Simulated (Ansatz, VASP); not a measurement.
Given: the input of a run of VASP 6.6.1 on Cu.

The input INCAR:

```
PREC     = Accurate       # precision mode
ENCUT    = 520            # plane-wave cutoff, eV
EDIFF    = 1E-6           # SCF threshold, eV
ISMEAR   = -1             # smearing method
SIGMA    = 0.05           # smearing width, eV
LREAL    = False          # projectors in reciprocal space
LASPH    = True           # aspherical terms in the spheres
NELM     = 80             # most SCF steps
ALGO     = Normal         # electronic algorithm
ISIF     = 2              # what is computed and relaxed
LWAVE    = False          # write WAVECAR
LCHARG   = False          # write CHGCAR
GGA      = PS             # functional
NBANDS   = 18             # bands
```

Contents of KPOINTS:

```
regular mesh
0
Gamma
  12 12 7
```

Contents of POSCAR:

```
Cu
1.0
    2.5837974578      0.0000000000      0.0000000000
   -1.2918987289      2.2376342367      0.0000000000
    0.0000000000      0.0000000000      4.1932301247
Cu
2
Direct
    0.6666666667      0.3333333333      0.7500000000
    0.3333333333      0.6666666667      0.2500000000
```

Potentials or basis: VASP PAW PBE potentials, release 64 (Cu).

Launch:

```bash
$ cat potpaw_PBE.64/Cu/POTCAR > POTCAR
$ mpirun -np 1 vasp_std > vasp.out
```

Problem. Translate it to Ansatz 0.2.0. Potentials there: Ansatz PAW.

Solution. As run (the cutoff follows the program's own potentials):

input.yaml

```yaml
crystal:
  lattice:
    - [2.5837974578, 0.0, 0.0]
    - [-1.2918987289, 2.2376342367, 0.0]
    - [0.0, 0.0, 4.1932301247]
  atoms:
    - { symbol: Cu, position: [0.6666666667, 0.3333333333, 0.75] }
    - { symbol: Cu, position: [0.3333333333, 0.6666666667, 0.25] }
hamiltonian:
  xc: pbesol
  pseudopotentials: { kind: paw }
kpoints:
  mp_grid: { grid: [12, 12, 7] }
scf:
  occupations: { method: fermi_dirac, width: 0.05 }
output:
  forces: true
  stress: true
  eigenvalues: true
```

Potentials or basis: Ansatz PAW.

Launch:

```bash
$ ansatz run input.yaml --threads 2 --pin off --max-ram 5632MiB --backend cpu --events-out ev --progress --plain --runs-dir out
```

Both were run:

|  | VASP | Ansatz | Ansatz less VASP |
| --- | --- | --- | --- |
| gap on the k mesh at the Fermi level (eV) | none | none | - |
| pressure (GPa) | -8.7 | -9.4 | -0.68 |
| traceless stress, the component that is largest in VASP (GPa) | -0.06 | 0.02 | +0.081 |

VASP's potentials were made for PBE, not for PBEsol. A gap of «none» marks a metal or a gap that the smearing closes. VASP's potentials hold 22 valence electrons a cell and Ansatz's 38, so a difference there can come from the potentials and not from the codes.
